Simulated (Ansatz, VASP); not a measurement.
## F in VASP and in Ansatz

```
CELL_PARAMETERS angstrom
0.00000 2.45322 2.45322
2.45322 0.00000 2.45322
2.45322 2.45322 0.00000
ATOMIC_POSITIONS crystal
F 0.00000 0.00000 0.00000
F 0.25000 0.25000 0.25000
```

Change from the starting cell: volume scaled by 1.02, PAW files.

Alike in both runs: task electric field gradients; functional PBE; k mesh 16 × 16 × 16; occupations fermi-dirac, width 0.05 eV; no spin polarisation.

|  | VASP | Ansatz |
| --- | --- | --- |
| version | VASP 6.6.1 | Ansatz 0.2.0 |
| potentials or method | VASP PAW PBE potentials, release 64 (F) | PAW with Ansatz's default frozen-core files, scalar-relativistic |
| plane-wave cutoff (eV) | 520 | 420 |
| valence electrons in the cell | 14 | 14 |

Ansatz gave:

- pressure (GPa): -0.7

Q: Which values does VASP return?

A: Pressure (GPa): -1.3.
